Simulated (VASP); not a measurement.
Wanted: the native input for a VASP 6.6.1 run.

```
Task                   : single point
Functional             : PBE
Potentials or basis    : VASP PAW PBE potentials, release 64 (Sb)
Cutoff                 : 520 eV
k mesh                 : 15 × 15 × 4
Occupations            : gaussian, width 0.1 eV
Spin                   : no spin polarisation
Dipole correction      : no
Further INCAR settings : ALGO = Normal; EDIFF = 1e-07; NBANDS = 18
```

The structure of Sb lies in POSCAR:

```
Sb
1.0
    3.3580162259      0.0000000000      0.0000000000
   -1.6790081129      2.9081273580      0.0000000000
    0.0000000000      0.0000000000     11.2434407182
Sb
4
Direct
    0.0000000000      0.0000000000      0.0000000000
    0.0000000000      0.0000000000      0.5000000000
    0.3333333333      0.6666666667      0.7500000000
    0.6666666667      0.3333333333      0.2500000000
```

These files were run (other wordings do the same):

INCAR

```
PREC     = Accurate       # precision mode
ENCUT    = 520            # plane-wave cutoff, eV
EDIFF    = 1E-7           # SCF threshold, eV
ISMEAR   = 0              # smearing method
SIGMA    = 0.1            # smearing width, eV
LREAL    = F              # projectors in reciprocal space
LASPH    = T              # aspherical terms in the spheres
NELM     = 100            # most SCF steps
ALGO     = Normal         # electronic algorithm
ISIF     = 2              # what is computed and relaxed
LWAVE    = F              # write WAVECAR
LCHARG   = F              # write CHGCAR
GGA      = PE             # functional
NBANDS   = 18             # bands
```

KPOINTS

```
regular mesh
0
Gamma
  15 15 4
```

Potentials or basis: VASP PAW PBE potentials, release 64 (Sb).

Run with:

```bash
$ cat potpaw_PBE.64/Sb/POTCAR > POTCAR
$ mpirun -np 1 vasp_std > vasp.out
```

Results of the run:

The pressure is -0.1 GPa and the band gap on the k mesh is zero (band 10 reaches 12.71 eV, above the bottom of band 11 at 5.75 eV).

Caveat: spin-orbit coupling is left out, which moves the levels of the heavy elements.

It took 63 s on 1 thread of AMD EPYC 9R45 96-Core Processor (Zen 5) (shared host), peak memory 0.28 GiB.
